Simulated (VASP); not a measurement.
# Na4C (Pm-3m) in VASP: a series of runs

The runs below take Na4C through single point, with PBE.

Program: VASP 6.6.1. These are calculated values, not measurements. Logs are shortened: lines on timing, memory, paths and dates and some standing lists are left out, and cuts for length are marked.

## Step 1: The cell of the first run

The structure is cubic, space group Pm-3m (No. 221). Conventional cell: a = 5.060 Å, b = 5.060 Å, c = 5.060 Å, α = 90.00°, β = 90.00°, γ = 90.00°. Within 4.7 Å of Na (site symmetry m-3m) lie 12 Na at 3.58 Å and 8 C at 4.38 Å. Na (site symmetry 4/mmm) has 2 C at 2.53 Å within 3.3 Å. C (site symmetry m-3m) has 6 Na at 2.53 Å within 3.3 Å.

## Step 2: Single point, PBE, collinear spin

INCAR

```
SYSTEM = Na4C
PREC     = Accurate       ! precision mode
ENCUT    = 520            ! plane-wave cutoff, eV
EDIFF    = 1E-7           ! SCF threshold, eV
ISMEAR   = 0              ! smearing method
SIGMA    = 0.1            ! smearing width, eV
LREAL    = .False.        ! projectors in reciprocal space
LASPH    = .True.         ! aspherical terms in the spheres
NELM     = 150            ! most SCF steps
ALGO     = Normal         ! electronic algorithm
ISIF     = 2              ! what is computed and relaxed
LWAVE    = .False.        ! write WAVECAR
LCHARG   = .True.         ! write CHGCAR
ISPIN    = 2              ! spin polarisation
MAGMOM   = 0 0 0 0 0.3    ! initial moments
LORBIT   = 11             ! projections on sites
GGA      = PE             ! functional
LELF     = .True.         ! ELF
LVHAR    = .True.       
NBANDS   = 28             ! bands
```

KPOINTS

```
regular mesh
0
Gamma
  8 8 8
  0 0 0
```

POSCAR

```
Na4C
1.0
    5.0597242801      0.0000000000      0.0000000000
    0.0000000000      5.0597242801      0.0000000000
    0.0000000000      0.0000000000      5.0597242801
Na C
4 1
Direct
    0.0000000000      0.0000000000      0.0000000000
    0.5000000000      0.5000000000      0.0000000000
    0.5000000000      0.0000000000      0.5000000000
    0.0000000000      0.5000000000      0.5000000000
    0.5000000000      0.5000000000      0.5000000000
```

Potentials or basis: VASP PAW PBE potentials, release 64 (Na_pv, C).

On the command line:

```sh
$ cat potpaw_PBE.64/Na_pv/POTCAR potpaw_PBE.64/C/POTCAR > POTCAR
$ mpirun -np 1 vasp_std > vasp.out
```

OUTCAR:

```text
SYSTEM = Na4C
   PREC = Accurate
   ENCUT = 520
   EDIFF = 1E-7
   ISMEAR = 0
   LREAL = .False.
   LASPH = .True.
   NELM = 150
   ISIF = 2
   ISPIN = 2
   LORBIT = 11
   GGA = PE

 ion  position               nearest neighbor table
   1  0.000  0.000  0.000-
   2  0.500  0.500  0.000-
   3  0.500  0.000  0.500-
   4  0.000  0.500  0.500-
   5  0.500  0.500  0.500-

  LATTYP: Found a simple cubic cell.
 ALAT       =     5.0597242801

  Lattice vectors:

 A1 = (   5.0597242801,   0.0000000000,   0.0000000000)
 A2 = (   0.0000000000,   5.0597242801,   0.0000000000)
 A3 = (   0.0000000000,   0.0000000000,   5.0597242801)

Analysis of symmetry for initial positions (statically):
=====================================================================
 Subroutine PRICEL returns:
 Original cell was already a primitive cell.

 Routine SETGRP: Setting up the symmetry group for a
 simple cubic supercell.

 Subroutine GETGRP returns: Found 48 space group operations
 (whereof 48 operations were pure point group operations)
 out of a pool of 48 trial point group operations.

The static configuration has the point symmetry O_h .

Analysis of symmetry for dynamics (positions and initial velocities):
=====================================================================
 Subroutine PRICEL returns:
 Original cell was already a primitive cell.

 Routine SETGRP: Setting up the symmetry group for a
 simple cubic supercell.

 Subroutine GETGRP returns: Found 48 space group operations
 (whereof 48 operations were pure point group operations)
 out of a pool of 48 trial point group operations.

The dynamic configuration has the point symmetry O_h .

Analysis of structural, dynamic, and magnetic symmetry:
=====================================================================
 Subroutine PRICEL returns:
 Original cell was already a primitive cell.

 Routine SETGRP: Setting up the symmetry group for a
 simple cubic supercell.

 Subroutine GETGRP returns: Found 48 space group operations
 (whereof 48 operations were pure point group operations)
 out of a pool of 48 trial point group operations.

The overall configuration has the point symmetry O_h .

 Subroutine INISYM returns: Found 48 space group operations
 (whereof 48 operations are pure point group operations),
 and found     1 'primitive' translations

----------------------------------------------------------------------------------------

                                     Primitive cell

  volume of cell :     129.5330

[... 126 lines left out ...]
 Gauss-broadening in eV      SIGMA  =   0.10
  energy-cutoff  :      520.00
  volume of cell :      129.53
 maximum number of plane-waves:      3532
 NGX is ok and might be reduce to    40
   NGX = 19   NGY = 19   NGZ = 19

 number of electron      31.9999932 magnetization       0.2385250

 Free energy of the ion-electron system (eV)
  ---------------------------------------------------
  ext. energy  EPLUGINS =         0.00000000
  ---------------------------------------------------
  free energy    TOTEN  =       -10.70440122 eV

  energy without entropy =      -10.68858047  energy(sigma->0) =      -10.69649084

 E-fermi :   0.7076     XC(G=0):  -7.2441

 val. band max:        0.7067402486   @ k =   0.2500   0.2500   0.0000
 cond. band min:       0.7182988485   @ k =   0.3750   0.1250   0.0000
 fundamental gap:      0.0115585998
 Fermi energy:         0.7075534406

 spin component 1

 k-point     1 :       0.0000    0.0000    0.0000
  band No.  band energies     occupation
      1     -24.8156      1.00000
      2     -24.8156      1.00000
      3     -24.8156      1.00000
      4     -23.0024      1.00000
      5     -23.0024      1.00000
      6     -23.0024      1.00000
[... 733 lines left out ...]
     27       9.8696      0.00000
     28      10.5270      0.00000

 [... further k-points ...]

 spin component 2

 k-point     1 :       0.0000    0.0000    0.0000
  band No.  band energies     occupation
      1     -24.8242      1.00000
      2     -24.8242      1.00000
      3     -24.8242      1.00000
      4     -23.0045      1.00000
      5     -23.0045      1.00000
      6     -23.0045      1.00000
[... 733 lines left out ...]
     27       9.9701      0.00000
     28      10.4159      0.00000

 [... further k-points ...]

------------------------ aborting loop because EDIFF is reached ----------------------------------------

  FORCE on cell =-STRESS in cart. coord.  units (eV):
  Direction    XX          YY          ZZ          XY          YZ          ZX
  --------------------------------------------------------------------------------------
  -------------------------------------------------------------------------------------
  Total        0.0657498      0.0657498      0.0657498     -0.0000000      0.0000000     -0.0000000
  in kB        0.8132507      0.8132507      0.8132507     -0.0000000      0.0000000     -0.0000000
  external PRESSURE =       0.8132507 kB  Pullay stress =       0.0000000 kB

 VOLUME and BASIS-vectors are now :
 -----------------------------------------------------------------------------
  energy-cutoff  :      520.00
  volume of cell :      129.53
      direct lattice vectors                 reciprocal lattice vectors
     5.059724280  0.000000000  0.000000000     0.197639228  0.000000000  0.000000000
     0.000000000  5.059724280  0.000000000     0.000000000  0.197639228  0.000000000
     0.000000000  0.000000000  5.059724280     0.000000000  0.000000000  0.197639228

 POSITION                                       TOTAL-FORCE (eV/Angst)
 -----------------------------------------------------------------------------------
      0.00000      0.00000      0.00000         0.000000      0.000000      0.000000
      2.52986      2.52986      0.00000         0.000000      0.000000      0.000000
      2.52986      0.00000      2.52986         0.000000      0.000000      0.000000
      0.00000      2.52986      2.52986         0.000000      0.000000      0.000000
      2.52986      2.52986      2.52986         0.000000      0.000000      0.000000
 -----------------------------------------------------------------------------------
    total drift:                               -0.000000      0.000000     -0.000000

  FREE ENERGIE OF THE ION-ELECTRON SYSTEM (eV)
  ---------------------------------------------------
  free  energy   TOTEN  =       -10.7044012167 eV

  energy  without entropy=      -10.6885804716  energy(sigma->0) =      -10.69649084

 total charge

# of ion       s       p       d       tot
------------------------------------------
    1        0.085   5.962   0.000   6.047
    2        0.100   5.988   0.000   6.087
    3        0.100   5.988   0.000   6.087
    4        0.100   5.988   0.000   6.087
    5        0.942   1.178   0.000   2.120
--------------------------------------------------
tot          1.326  25.103   0.000  26.429

 magnetization (x)

# of ion       s       p       d       tot
------------------------------------------
    1       -0.007  -0.003   0.000  -0.010
    2       -0.002   0.002   0.000  -0.000
    3       -0.002   0.002   0.000  -0.000
    4       -0.002   0.002   0.000  -0.000
    5        0.006   0.168   0.000   0.174
--------------------------------------------------
tot         -0.008   0.172   0.000   0.163
```

OSZICAR:

```text
N       E                     dE             d eps       ncg     rms          rms(c)
DAV:   1     0.297135462289E+03    0.29714E+03   -0.16141E+04  3956   0.117E+03
[... 18 lines left out ...]
DAV:  20    -0.107044040337E+02    0.16418E-04   -0.23487E-05  3904   0.161E-02    0.142E-02
DAV:  21    -0.107044065875E+02   -0.25538E-05   -0.42888E-05  4292   0.195E-02    0.179E-02
DAV:  22    -0.107044037101E+02    0.28774E-05   -0.17100E-06  3660   0.468E-03    0.116E-02
DAV:  23    -0.107044016239E+02    0.20862E-05   -0.18798E-06  3688   0.533E-03    0.477E-03
DAV:  24    -0.107044013560E+02    0.26788E-06   -0.24965E-07  3656   0.237E-03    0.253E-03
DAV:  25    -0.107044012306E+02    0.12544E-06   -0.18935E-07  3468   0.148E-03    0.976E-04
DAV:  26    -0.107044012167E+02    0.13876E-07   -0.51238E-09  2156   0.443E-04
   1 F= -.10704401E+02 E0= -.10696491E+02  d E =-.158207E-01  mag=     0.2385
```

Run time: 6.4 min. Hardware: 1 thread of AMD EPYC 7R43 (Zen 3), shared host; peak memory 0.36 GiB.

Results:

| Quantity | Value |
| --- | --- |
| Free energy | -10.7044 eV |
| Pressure | 0.1 GPa |
| Net moment | 0.24 μB per cell |
| Site moments | Na -0.01, -0.00 (each value once); C +0.17 μB |
| Valence electrons inside the program's atomic spheres | Na 6.05, 6.09 (each value once); C 2.12 |

Levels at points of the mesh, in eV from the Fermi level:
Spin up:
```tsv
k point	band 13	band 14	band 15	band 16	band 17	band 18	band 19	band 20
(0.00, 0.00, 0.00)	-8.46	-1.88	-0.46	-0.46	-0.46	3.03	3.03	4.12
(0.50, 0.00, 0.00)	-8.33	-2.28	-0.31	-0.31	0.19	1.05	3.63	3.63
(0.50, 0.50, 0.00)	-8.22	-1.48	-1.48	-0.28	-0.22	2.14	2.14	3.03
(0.50, 0.50, 0.50)	-8.12	-1.02	-1.02	-1.02	1.04	1.04	1.04	1.27
```
Spin down:
```tsv
k point	band 12	band 13	band 14	band 15	band 16	band 17	band 18	band 19	band 20	band 21
(0.00, 0.00, 0.00)	-23.55	-8.05	-1.98	-0.16	-0.16	-0.16	2.87	2.87	4.10	4.10
(0.50, 0.00, 0.00)	-23.55	-7.92	-2.27	0.02	0.02	0.09	1.26	3.53	3.53	3.58
(0.50, 0.50, 0.00)	-23.53	-7.80	-1.33	-1.33	-0.42	0.14	2.21	2.21	3.01	4.71
(0.50, 0.50, 0.50)	-23.53	-7.70	-0.75	-0.75	-0.75	0.89	0.89	0.89	1.14	4.82
```

Caveat: a moment this small can come from the mesh or the smearing.

## Step 3: Single point, PBE

This run uses another cell than the first one, of 19.24 Å³/atom.

INCAR

```
SYSTEM = Na4C
ALGO = Normal
EDIFF = 1E-6
ENCUT = 520
GGA = PE
ISIF = 2
ISMEAR = 0
LASPH = .TRUE.
LCHARG = .TRUE.
LELF = .TRUE.
LREAL = .FALSE.
LVHAR = .TRUE.
LWAVE = .FALSE.
NBANDS = 24
NELM = 100
PREC = Accurate
SIGMA = 0.1
```

KPOINTS

```
k-points
0
G
  4 4 4
  0 0 0
```

Edit POSCAR of step 2 so:

```diff
@@ -2,5 +2,5 @@
 1.0
-    5.0597242801      0.0000000000      0.0000000000
-    0.0000000000      5.0597242801      0.0000000000
-    0.0000000000      0.0000000000      5.0597242801
+    4.5822704600      0.0000000000      0.0000000000
+    0.0000000000      4.5822704600      0.0000000000
+    0.0000000000      0.0000000000      4.5822704600
 Na C
```

Potentials or basis: VASP PAW PBE potentials, release 64 (Na_pv, C).

On the command line:

```sh
$ cat potpaw_PBE.64/Na_pv/POTCAR potpaw_PBE.64/C/POTCAR > POTCAR
$ mpirun -np 1 vasp_std > vasp.out
```

Run time: 31 s. Hardware: 1 thread of AMD EPYC 7R43 (Zen 3), shared host; peak memory 0.16 GiB.

Results (log left out):

```yaml
Free_energy: -9.8734 eV
Pressure: 9.9 GPa
Band_gap_on_the_k_mesh: zero (bands 16 and 17 overlap by 0.25 eV)
```

Levels at points of the mesh, in eV from the Fermi level:
| k point | band 14 | band 15 | band 16 | band 17 | band 18 | band 19 |
| --- | --- | --- | --- | --- | --- | --- |
| (0.00, 0.00, 0.00) | -1.99 | -0.26 | -0.26 | -0.26 | 3.43 | 3.43 |
| (0.50, 0.00, 0.00) | -2.68 | -0.07 | -0.07 | 0.45 | 1.60 | 4.17 |
| (0.50, 0.50, 0.00) | -1.66 | -1.66 | -0.30 | 0.05 | 2.70 | 2.70 |
| (0.50, 0.50, 0.50) | -1.04 | -1.04 | -1.04 | 1.16 | 1.16 | 1.16 |

Caveat: the cell stands under pressure.

## Step 4: Single point, PBE, collinear spin

This run uses another cell than the first one, of 19.24 Å³/atom.

INCAR

```
PREC = Accurate
ENCUT = 520
EDIFF = 1E-6
ISMEAR = 0
SIGMA = 0.1
LREAL = F
LASPH = T
NELM = 150
ALGO = Normal
ISIF = 2
LWAVE = F
LCHARG = T
ISPIN = 2
MAGMOM = 0 0 0 0 1
LORBIT = 11
GGA = PE
LELF = T
LVHAR = T
NBANDS = 28
```

KPOINTS

```
regular mesh
0
Gamma
  4 4 4
```

POSCAR is that of step 3.

Potentials or basis: VASP PAW PBE potentials, release 64 (Na_pv, C).

On the command line:

```sh
$ cat potpaw_PBE.64/Na_pv/POTCAR potpaw_PBE.64/C/POTCAR > POTCAR
$ mpirun -np 1 vasp_std > vasp.out
```

OUTCAR:

```text
PREC = Accurate
   ENCUT = 520
   EDIFF = 1E-6
   ISMEAR = 0
   LREAL = F
   LASPH = T
   NELM = 150
   ISIF = 2
   ISPIN = 2
   LORBIT = 11
   GGA = PE

 ion  position               nearest neighbor table
   1  0.000  0.000  0.000-
   2  0.500  0.500  0.000-   5 2.29   5 2.29
   3  0.500  0.000  0.500-   5 2.29   5 2.29
   4  0.000  0.500  0.500-   5 2.29   5 2.29
   5  0.500  0.500  0.500-   2 2.29   3 2.29   4 2.29   2 2.29   3 2.29   4 2.29

  LATTYP: Found a simple cubic cell.
 ALAT       =     4.5822704600

  Lattice vectors:

[... 835 lines left out ...]
     0.000000000  0.000000000  4.582270460     0.000000000  0.000000000  0.218232426

 POSITION                                       TOTAL-FORCE (eV/Angst)
 -----------------------------------------------------------------------------------
      0.00000      0.00000      0.00000         0.000000      0.000000      0.000000
      2.29114      2.29114      0.00000         0.000000      0.000000      0.000000
      2.29114      0.00000      2.29114         0.000000      0.000000      0.000000
      0.00000      2.29114      2.29114         0.000000      0.000000      0.000000
      2.29114      2.29114      2.29114         0.000000      0.000000      0.000000
 -----------------------------------------------------------------------------------
    total drift:                                0.000000      0.000000      0.000000

  FREE ENERGIE OF THE ION-ELECTRON SYSTEM (eV)
  ---------------------------------------------------
  free  energy   TOTEN  =        -9.8925753897 eV

  energy  without entropy=       -9.8770229587  energy(sigma->0) =       -9.88479917

 total charge

# of ion       s       p       d       tot
------------------------------------------
    1        0.110   5.972   0.000   6.081
    2        0.134   6.022   0.000   6.155
    3        0.134   6.022   0.000   6.155
    4        0.134   6.022   0.000   6.155
    5        0.943   1.269   0.000   2.211
--------------------------------------------------
tot          1.453  25.305   0.000  26.758

 magnetization (x)

# of ion       s       p       d       tot
------------------------------------------
    1       -0.014  -0.005   0.000  -0.020
    2       -0.003   0.005   0.000   0.003
    3       -0.003   0.005   0.000   0.003
    4       -0.003   0.005   0.000   0.003
    5        0.008   0.228   0.000   0.235
--------------------------------------------------
tot         -0.015   0.238   0.000   0.223
```

Wall time 71 s (1 thread of AMD EPYC 7R43 (Zen 3), shared host); peak memory 0.21 GiB.

What came out:

```
Free energy                                           : -9.8926 eV
Pressure                                              : 9.9 GPa
Net moment                                            : 0.31 μB per cell
Site moments                                          : Na -0.02, +0.00 (each value once); C +0.23 μB
Valence electrons inside the program's atomic spheres : Na 6.08, 6.16 (each value once); C 2.21
```

Levels at points of the mesh, in eV from the Fermi level:
Spin up:
```tsv
k point	band 12	band 13	band 14	band 15	band 16	band 17	band 18	band 19	band 20	band 21
(0.00, 0.00, 0.00)	-23.30	-9.02	-2.00	-0.59	-0.59	-0.59	3.47	3.47	5.15	5.15
(0.50, 0.00, 0.00)	-23.31	-8.74	-2.80	-0.43	-0.43	0.45	1.35	4.25	4.29	4.29
(0.50, 0.50, 0.00)	-23.26	-8.51	-1.88	-1.88	-0.33	-0.26	2.57	2.57	4.10	5.78
(0.50, 0.50, 0.50)	-23.26	-8.29	-1.36	-1.36	-1.36	1.19	1.19	1.19	1.75	5.89
```
Spin down:
```csv
k point,band 12,band 13,band 14,band 15,band 16,band 17,band 18,band 19,band 20,band 21
"(0.00, 0.00, 0.00)",-23.29,-8.51,-2.13,-0.19,-0.19,-0.19,3.23,3.23,5.12,5.12
"(0.50, 0.00, 0.00)",-23.29,-8.21,-2.77,0.02,0.02,0.30,1.63,3.96,4.16,4.16
"(0.50, 0.50, 0.00)",-23.24,-7.96,-1.67,-1.67,-0.47,0.16,2.64,2.64,4.06,5.58
"(0.50, 0.50, 0.50)",-23.24,-7.73,-0.99,-0.99,-0.99,0.98,0.98,0.98,1.55,5.97
```

Caveat: the cell stands under pressure; a moment this small can come from the mesh or the smearing.

## Step 5: Overview

| spin | cell | k mesh | gap on the mesh (eV) | pressure (GPa) | moment (μB) |
| --- | --- | --- | --- | --- | --- |
| collinear | a = 5.060 Å, 5 atoms | 8 × 8 × 8 | none | 0.1 | 0.24 |
| off | a = 4.582 Å, 5 atoms | 4 × 4 × 4 | none | 9.9 | - |
| collinear | a = 4.582 Å, 5 atoms | 4 × 4 × 4 | none | 9.9 | 0.31 |

Alike in all rows: task single point; level PBE; potentials or basis VASP PAW PBE potentials, release 64 (Na_pv, C); cutoff (eV) 520; smearing gaussian 0.1 eV.

Caveats: a moment this small can come from the mesh or the smearing (at least some runs); the cell stands under pressure (at least some runs).

Absolute energies hang on the potentials; compare differences alone.

The gap in the log of VASP goes by the Fermi energy; the results here count the filled bands.